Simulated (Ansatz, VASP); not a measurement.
## Two plane-wave programs on LaHfO

```xyz
6
Lattice="3.7717 0.0000 0.0000 -1.8858 3.2664 0.0000 0.0000 0.0000 11.7408" Properties=species:S:1:pos:R:3 pbc="T T T"
La    0.0000    2.1776    4.1943
La    1.8858    1.0888    7.5465
Hf    0.0000    2.1776   10.6660
Hf    1.8858    1.0888    1.0748
O     1.8858    1.0888    4.9276
O     0.0000    2.1776    6.8132
```

Alike in both runs: functional PBE; k mesh 5 × 5 × 2; occupations gaussian, width 0.2 eV; no spin polarisation.

Ansatz relaxed the structure, and its values are those at the end. VASP's run is a single point on that final structure, the one shown.

|  | VASP | Ansatz |
| --- | --- | --- |
| version | VASP 6.6.1 | Ansatz 0.2.0 |
| potentials or method | VASP PAW PBE potentials, release 64 (La, Hf_pv, O), cutoff 520 eV | scalar-relativistic, plane waves, PAW |
| valence electrons in the cell | 54 | 86 |

```csv
,VASP,Ansatz,Ansatz less VASP
gap on the k mesh at the Fermi level (eV),none,none,-
pressure (GPa),-0.5,-0.3,+0.24
rms of the force components (eV/Å),0.029,0.035,+0.0053
```

A gap of «none» marks a metal or a gap that the smearing closes. The functional is the same, so the differences come from potentials, cutoffs and numerics. VASP's potentials hold 54 valence electrons a cell and Ansatz's 86, so a difference there can come from the potentials and not from the codes.

The k mesh is coarse, so the values compare programs but aren't converged. Spin-orbit coupling is off throughout.
